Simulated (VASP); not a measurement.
Runs of VASP 6.6.1 on Rh. The structure is that of space group P6_3/mmc (No. 194), or close to it. The cells are those of the table. 

| task | cell | gap on the mesh (eV) | pressure (GPa) |
| --- | --- | --- | --- |
| relaxation of cell and atoms | relaxed from a = 2.731, b = 2.731, c = 4.428 Å, angles 90.0, 90.0, 120.0°, 2 atoms | none | -0.1 |
| single point | a = 2.640, b = 2.640, c = 4.290 Å, angles 90.0, 90.0, 120.0°, 2 atoms | none | (a) |
| relaxation of cell and atoms | relaxed to 15 GPa from a = 2.731, b = 2.731, c = 4.428 Å, angles 90.0, 90.0, 120.0°, 2 atoms | none | 15.1 |
| single point | a = 2.579, b = 2.579, c = 4.194 Å, angles 90.0, 90.0, 120.0°, 2 atoms | none | 45.0 |
| single point | a = 2.681, b = 2.681, c = 4.353 Å, angles 90.0, 90.0, 120.0°, 2 atoms | none | 0.0 |
| single point | a = 2.607, b = 2.607, c = 4.238 Å, angles 90.0, 90.0, 120.0°, 2 atoms | none | 30.0 |
| relaxation of cell and atoms | relaxed to 45 GPa from a = 2.731, b = 2.731, c = 4.428 Å, angles 90.0, 90.0, 120.0°, 2 atoms | none | 45.0 |
| relaxation of cell and atoms | relaxed to 30 GPa from a = 2.731, b = 2.731, c = 4.428 Å, angles 90.0, 90.0, 120.0°, 2 atoms | none | 30.4 |

Alike in all rows: level PBEsol; potentials or basis VASP PAW PBE potentials, release 64 (Rh_pv); no spin polarisation; k mesh 9 × 9 × 5; cutoff (eV) 500; smearing gaussian 0.05 eV.

Problem. Fill in the values left out.

Solution. (a) 15.0.

Caveats: the PAW data sets were made with another functional, which shifts forces and pressure a little; the cell is relaxed towards a set pressure, so the enthalpy falls and the energy may rise (some runs).

A k mesh can miss the band edges, and the runs leave out spin-orbit coupling on Rh.

A gap of «none» marks levels without a gap at the run's occupations.
